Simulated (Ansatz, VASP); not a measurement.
Two plane-wave programs on LiNbO3

```
Li Nb O
1.0
     2.57525    1.48682    4.62473
    -2.57525    1.48682    4.62473
     0.00000   -2.97364    4.62473
Li Nb O
2 2 6
Direct
  0.71970 0.71970 0.71970
  0.21970 0.21970 0.21970
  0.99994 0.99994 0.99994
  0.49994 0.49994 0.49994
  0.27913 0.64121 0.88835
  0.64121 0.88835 0.27913
  0.88835 0.27913 0.64121
  0.38835 0.14121 0.77913
  0.77913 0.38835 0.14121
  0.14121 0.77913 0.38835
```

Alike in both runs: task single point; functional PBE; k mesh 6 × 6 × 6; occupations gaussian, width 0.1 eV; no spin polarisation.

|  | VASP | Ansatz |
| --- | --- | --- |
| version | VASP 6.6.1 | Ansatz 0.2.0 |
| potentials or method | VASP PAW PBE potentials, release 64 (Li_sv, Nb_sv, O), cutoff 520 eV | scalar-relativistic, plane waves, PAW |
| valence electrons in the cell | 68 | 68 |

|  | VASP | Ansatz | Ansatz less VASP |
| --- | --- | --- | --- |
| gap on the k mesh at the Fermi level (eV) | 3.58 | 3.60 | +0.012 |
| least direct gap on the mesh (eV) | 3.59 | 3.61 | +0.012 |
| rms of the force components (eV/Å) | 0.099 | 0.100 | +0.0010 |

Atom by atom the forces differ by 0.009 eV/Å (rms over components). With one functional, cell and mesh, what is left measures potentials, basis and numerics.

Noted on VASP's run: the cutoff is short for stress, so the pressure is rough.
